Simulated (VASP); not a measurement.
# BPtF6 (R-3) in VASP: settings compared

Aim: see how the results for BPtF6 move with the level of theory and the settings. Levels: PBE, PBE+U. Tasks: single point, relaxation of cell and atoms.

All numbers are computed with VASP 6.6.1; they aren't measurements. Logs are shortened: lines on timing, memory, paths and dates and some standing lists are left out, and cuts for length are marked.

### 1 The cell of the first run

The structure is trigonal, space group R-3 (No. 148). Conventional cell: a = 4.788 Å, b = 4.788 Å, c = 12.774 Å, α = 90.00°, β = 90.00°, γ = 120.00°. B (site symmetry -3) has 6 F at 1.63 Å within 2.2 Å. F (site symmetry 1) has 1 B at 1.63 Å and 1 Pt at 2.09 Å within 2.2 Å. Within 2.8 Å of Pt (site symmetry -3) lie 6 F at 2.09 Å.

### 2 Single point, PBE

Contents of INCAR:

```
SYSTEM = BPtF6
PREC = Accurate
ENCUT = 520
EDIFF = 1E-7
ISMEAR = -1
SIGMA = 0.0476
LREAL = .FALSE.
LASPH = .TRUE.
NELM = 60
ALGO = Normal
ISIF = 2
LWAVE = .FALSE.
LCHARG = .FALSE.
GGA = PE
NBANDS = 38
```

Contents of KPOINTS:

```
regular mesh
0
G
  5 5 5
  0 0 0
```

Contents of POSCAR:

```
BPtF6
1.0
    4.7884256847     -0.0000002820     -0.0000001760
   -2.3942125982      4.1468984281     -0.0000000644
   -2.3942126045      1.3822997265      4.2580053352
B F Pt
1 6 1
Direct
    0.5000000000      0.5000000000      0.5000000000
    0.2893613596      0.1500905689      0.7181285579
    0.8499094311      0.4211422327      0.7181285579
    0.5788577673      0.7106386404      0.7181285579
    0.7106386404      0.8499094311      0.2818714421
    0.1500905689      0.5788577673      0.2818714421
    0.4211422327      0.2893613596      0.2818714421
    0.0000000000      0.0000000000      0.0000000000
```

Potentials or basis: VASP PAW PBE potentials, release 64 (B, F, Pt).

On the command line:

```console
cat potpaw_PBE.64/B/POTCAR potpaw_PBE.64/F/POTCAR potpaw_PBE.64/Pt/POTCAR > POTCAR
mpirun -np 1 vasp_std > vasp.out
```

OUTCAR:

```text
SYSTEM = BPtF6
   PREC = Accurate
   ENCUT = 520
   EDIFF = 1E-7
   ISMEAR = -1
   LREAL = .FALSE.
   LASPH = .TRUE.
   NELM = 60
   ISIF = 2
   GGA = PE

 ion  position               nearest neighbor table
   1  0.500  0.500  0.500-   4 1.63   7 1.63   5 1.63   2 1.63   6 1.63   3 1.63
   2  0.289  0.150  0.718-   1 1.63   8 2.09
   3  0.850  0.421  0.718-   1 1.63   8 2.09
   4  0.579  0.711  0.718-   1 1.63   8 2.09
   5  0.711  0.850  0.282-   1 1.63   8 2.09
   6  0.150  0.579  0.282-   1 1.63   8 2.09
   7  0.421  0.289  0.282-   1 1.63   8 2.09
   8  0.000  0.000  0.000-   3 2.09   6 2.09   4 2.09   7 2.09   2 2.09   5 2.09

  LATTYP: Found a trigonal (rhomboedric) cell.
 ALAT       =     5.0767721993
 COS(alpha) =     0.5551842518

  Lattice vectors:

 A1 = (  -0.0000000063,  -2.7645987016,   4.2580053996)
 A2 = (   2.3942130802,   1.3822994445,   4.2580051592)
 A3 = (  -2.3942126045,   1.3822997265,   4.2580053352)

Analysis of symmetry for initial positions (statically):
=====================================================================
 Subroutine PRICEL returns:
 Original cell was already a primitive cell.

 Routine SETGRP: Setting up the symmetry group for a
 trigonal (rhombohedral) supercell.

 Subroutine GETGRP returns: Found  6 space group operations
 (whereof  6 operations were pure point group operations)
 out of a pool of 12 trial point group operations.

The static configuration has the point symmetry S_6 .

Analysis of symmetry for dynamics (positions and initial velocities):
=====================================================================
 Subroutine PRICEL returns:
 Original cell was already a primitive cell.

 Routine SETGRP: Setting up the symmetry group for a
 trigonal (rhombohedral) supercell.

 Subroutine GETGRP returns: Found  6 space group operations
 (whereof  6 operations were pure point group operations)
 out of a pool of 12 trial point group operations.

The dynamic configuration has the point symmetry S_6 .

 Subroutine INISYM returns: Found  6 space group operations
 (whereof  6 operations are pure point group operations),
 and found     1 'primitive' translations

----------------------------------------------------------------------------------------

                                     Primitive cell

  volume of cell :      84.5517

  direct lattice vectors                    reciprocal lattice vectors
     4.788425685 -0.000000282 -0.000000176     0.208836915  0.120572034  0.078283905
    -2.394212598  4.146898428 -0.000000064     0.000000011  0.241144084 -0.078283926
    -2.394212604  1.382299727  4.258005335     0.000000009  0.000000009  0.234851751

  length of vectors
     4.788425685  4.788425685  5.076772199     0.253532724  0.253532724  0.234851751

  position of ions in fractional coordinates (direct lattice)
     0.500000000  0.500000000  0.500000000
     0.289361360  0.150090569  0.718128558
     0.849909431  0.421142233  0.718128558
     0.578857767  0.710638640  0.718128558
     0.710638640  0.849909431  0.281871442
     0.150090569  0.578857767  0.281871442
     0.421142233  0.289361360  0.281871442
     0.000000000  0.000000000  0.000000000

  ion indices of the primitive-cell ions
   primitive index   ion index
                 1           1
                 2           2
                 3           3
                 4           4
                 5           5
                 6           6
                 7           7
                 8           8

----------------------------------------------------------------------------------------

 KPOINTS: regular mesh

Automatic generation of k-mesh.
 Grid dimensions read from file:
 generate k-points for:    5    5    5

 Generating k-lattice:

  Cartesian coordinates                     Fractional coordinates (reciprocal lattice)
     0.041767383  0.024114407  0.015656781     0.200000000  0.000000000  0.000000000
     0.000000002  0.048228817 -0.015656785    -0.000000000  0.200000000 -0.000000000
     0.000000002  0.000000002  0.046970350     0.000000000 -0.000000000  0.200000000

  Length of vectors
     0.050706545  0.050706545  0.046970350

  Shift w.r.t. Gamma in fractional coordinates (k-lattice)
     0.000000000  0.000000000  0.000000000

 Subroutine IBZKPT returns following result:
 ===========================================

 Found     23 irreducible k-points:

 Following reciprocal coordinates:
            Coordinates               Weight
  0.000000  0.000000  0.000000      1.000000
  0.200000  0.000000  0.000000      6.000000
  0.400000 -0.000000  0.000000      6.000000
  0.200000  0.200000  0.000000      6.000000
  0.400000  0.200000  0.000000      6.000000
  0.400000  0.400000 -0.400000      6.000000
[... 15 lines left out ...]
  0.000000 -0.000000  0.400000      2.000000
  0.200000 -0.000000  0.400000      6.000000
   k-points           NKPTS =     23   k-points in BZ     NKDIM =     23   number of bands    NBANDS=     38
   number of dos      NEDOS =    301   number of ions     NIONS =      8
   total plane-waves  NPLWV =  51840
   dimension x,y,z NGX =    36 NGY =   36 NGZ =   40
   dimension x,y,z NGXF=    72 NGYF=   72 NGZF=   80
   ions per type =               1   6   1
   NGX,Y,Z   is equivalent  to a cutoff of  12.50, 12.50, 13.10 a.u.
   NGXF,Y,Z  is equivalent  to a cutoff of  25.00, 25.00, 26.20 a.u.
 SYSTEM =  BPtF6
   PREC   = accura    normal or accurate (medium, high low for compatibility)
   ISTART =      0    job   : 0-new  1-cont  2-samecut
   ICHARG =      2    charge: 1-file 2-atom 10-const
   ISPIN  =      1    spin polarized calculation?
   LNONCOLLINEAR =      F non collinear calculations
   LSORBIT =      F    spin-orbit coupling
   LASPH  =      T    aspherical Exc in radial PAW
   ENCUT  =  520.0 eV  38.22 Ry    6.18 a.u.   8.90  8.90  9.44*2*pi/ulx,y,z
   NELM   =     60;   NELMIN=  2; NELMDL= -5     # of ELM steps
   EDIFF  = 0.1E-06   stopping-criterion for ELM
   LREAL  =      F    real-space projection
   EDIFFG = 0.1E-05   stopping-criterion for IOM
   NSW    =      0    number of steps for IOM
   IBRION =     -1    ionic relax: 0-MD 1-quasi-New 2-CG
   NFREE  =      0    steps in history (QN), initial steepest desc. (CG)
   ISIF   =      2    stress and relaxation
   ISYM   =      2    0-nonsym 1-usesym 2-fastsym
   POTIM  = 0.5000    time-step for ionic-motion
   TEBEG  =    0.0;   TEEND  =   0.0 temperature during run
   PSTRESS=    0.0 pullay stress
   NELECT =      55.0000    total number of electrons
   NUPDOWN=      -1.0000    fix difference up-down
   EMIN   =  10.00;   EMAX   =-10.00  energy-range for DOS
   EFERMI =   0.00;   METHOD = LEGACY
   ISMEAR =    -1;   SIGMA  =   0.05  broadening in eV -4-tet -1-fermi 0-gaus
   EFERMI_NEDOS =   21; number of points for ismear=-14 and -15
   IALGO  =     38    algorithm
   IMIX   =      4    mixing-type and parameters
     AMIX     =   0.40;   BMIX     =  1.00
     AMIX_MAG =   1.60;   BMIX_MAG =  1.00
  volume/ion in A,a.u.               =      10.57        71.32
  Fermi-wavevector in a.u.,A,eV,Ry     =   1.418475  2.680529 27.375884  2.012071
  Thomas-Fermi vector in A             =   2.539596
   LORBIT       =      0    0 simple, 1 ext, 2 COOP (PROOUT), +10 PAW based schemes
   GGA     = PE    functional components
   LHFCALC =     F    Hartree Fock is set to
   AEXX    =    0.0000 exact exchange contribution
   IVDW    =     0    specifies the selected vdW correction
   LEPSILON=     F    determine dielectric tensor
   LRPA    =     F    only Hartree local field effects (RPA)
 non-spin polarized calculation
  energy-cutoff  :      520.00
  volume of cell :       84.55
 maximum number of plane-waves:      2293
   NGX = 17   NGY = 17   NGZ = 19

 number of electron      55.0000001 magnetization

 Free energy of the ion-electron system (eV)
  ---------------------------------------------------
  ext. energy  EPLUGINS =         0.00000000
  ---------------------------------------------------
  free energy    TOTEN  =       -35.51028830 eV

  energy without entropy =      -35.44630083  energy(sigma->0) =      -35.47829456

 E-fermi :   2.5434     XC(G=0): -10.4024

 val. band max:        2.5424070821   @ k =   0.4000  -0.4000   0.2000
 cond. band min:       2.5473554767   @ k =   0.2000  -0.0000   0.2000
 fundamental gap:      0.0049483945
 Fermi energy:         2.5434186456

 k-point     1 :       0.0000    0.0000    0.0000
  band No.  band energies     occupation
      1     -22.8537      2.00000
      2     -21.2609      2.00000
      3     -21.2609      2.00000
      4     -21.2572      2.00000
      5     -20.7913      2.00000
      6     -20.7913      2.00000
[... 30 lines left out ...]
     37      15.1327      0.00000
     38      15.4396      0.00000

 k-point     2 :       0.2000    0.0000    0.0000
  band No.  band energies     occupation
      1     -22.7704      2.00000
      2     -21.3710      2.00000
      3     -21.3163      2.00000
      4     -21.2856      2.00000
      5     -20.7585      2.00000
      6     -20.7331      2.00000
[... 30 lines left out ...]
     37      14.8612      0.00000
     38      15.2304      0.00000

 k-point     3 :       0.4000   -0.0000    0.0000
  band No.  band energies     occupation
      1     -22.6031      2.00000
      2     -21.5722      2.00000
      3     -21.3918      2.00000
      4     -21.3246      2.00000
      5     -20.7156      2.00000
      6     -20.6582      2.00000
[... 30 lines left out ...]
     37      14.8524      0.00000
[... 740 lines left out ...]
 k-point    22 :       0.0000   -0.0000    0.4000
  band No.  band energies     occupation
      1     -22.6381      2.00000
      2     -21.5443      2.00000
      3     -21.3742      2.00000
      4     -21.3742      2.00000
      5     -20.6639      2.00000
      6     -20.6639      2.00000
[... 30 lines left out ...]
     37      14.6146      0.00000
     38      14.9384      0.00000

 k-point    23 :       0.2000   -0.0000    0.4000
  band No.  band energies     occupation
      1     -22.5929      2.00000
      2     -21.5247      2.00000
      3     -21.4103      2.00000
      4     -21.3772      2.00000
      5     -20.7055      2.00000
      6     -20.6640      2.00000
[... 30 lines left out ...]
     37      14.7185      0.00000
     38      15.9029      0.00000

------------------------ aborting loop because EDIFF is reached ----------------------------------------

  FORCE on cell =-STRESS in cart. coord.  units (eV):
  Direction    XX          YY          ZZ          XY          YZ          ZX
  --------------------------------------------------------------------------------------
  -------------------------------------------------------------------------------------
  Total       -0.0072610     -0.0072610     -0.0125954      0.0000038     -0.0000000     -0.0000000
  in kB       -0.1375902     -0.1375902     -0.2386710      0.0000720     -0.0000000     -0.0000000
  external PRESSURE =      -0.1712838 kB  Pullay stress =       0.0000000 kB

 VOLUME and BASIS-vectors are now :
 -----------------------------------------------------------------------------
  energy-cutoff  :      520.00
  volume of cell :       84.55
      direct lattice vectors                 reciprocal lattice vectors
     4.788425685 -0.000000282 -0.000000176     0.208836915  0.120572034  0.078283905
    -2.394212598  4.146898428 -0.000000064     0.000000011  0.241144084 -0.078283926
    -2.394212604  1.382299727  4.258005335     0.000000009  0.000000009  0.234851751

 POSITION                                       TOTAL-FORCE (eV/Angst)
 -----------------------------------------------------------------------------------
      0.00000      2.76460      2.12900         0.000000      0.000000     -0.000000
     -0.69312      1.61508      3.05780        -0.005092     -0.024554      0.011495
      1.34207      2.73910      3.05780         0.023810      0.007867      0.011495
     -0.64896      3.93962      3.05780        -0.018718      0.016687      0.011495
      0.69312      3.91412      1.20021         0.005092      0.024554     -0.011495
     -1.34207      2.79010      1.20021        -0.023810     -0.007867     -0.011495
      0.64896      1.58958      1.20021         0.018718     -0.016687     -0.011495
      0.00000      0.00000      0.00000         0.000000      0.000000     -0.000000
 -----------------------------------------------------------------------------------
    total drift:                                0.000000     -0.000000     -0.000000

  FREE ENERGIE OF THE ION-ELECTRON SYSTEM (eV)
  ---------------------------------------------------
  free  energy   TOTEN  =       -35.5102882964 eV

  energy  without entropy=      -35.4463008252  energy(sigma->0) =      -35.47829456
```

Wall time 29 s (1 thread of Intel Xeon 6975P-C (Granite Rapids), shared host); peak memory 0.24 GiB.

What came out:

* Free energy: -35.5103 eV
* Pressure: 0.0 GPa
* Largest force: 0.028 eV/Å
* Band gap on the k mesh: zero (an odd number of electrons rules out a gap without spin polarisation)

Forces in eV/Å, atoms in the order of the input:
```
B    0.000  0.000  0.000
F   -0.005 -0.025  0.011
F    0.024  0.008  0.011
F   -0.019  0.017  0.011
F    0.005  0.025 -0.011
F   -0.024 -0.008 -0.011
F    0.019 -0.017 -0.011
Pt   0.000  0.000  0.000
```

Levels at points of the mesh, in eV from the Fermi level:
```
           k point  band 24  band 25  band 26  band 27  band 28  band 29  band 30  band 31
(0.00, 0.00, 0.00)    -3.37    -1.94    -1.94    -1.92     0.36     0.36     3.04     8.78
```

Caveat: spin-orbit coupling is left out, which moves the levels of the heavy elements; an odd number of electrons without spin polarisation forces a metal; a magnetic or distorted state may lie lower.

[end of part 1 of 2]
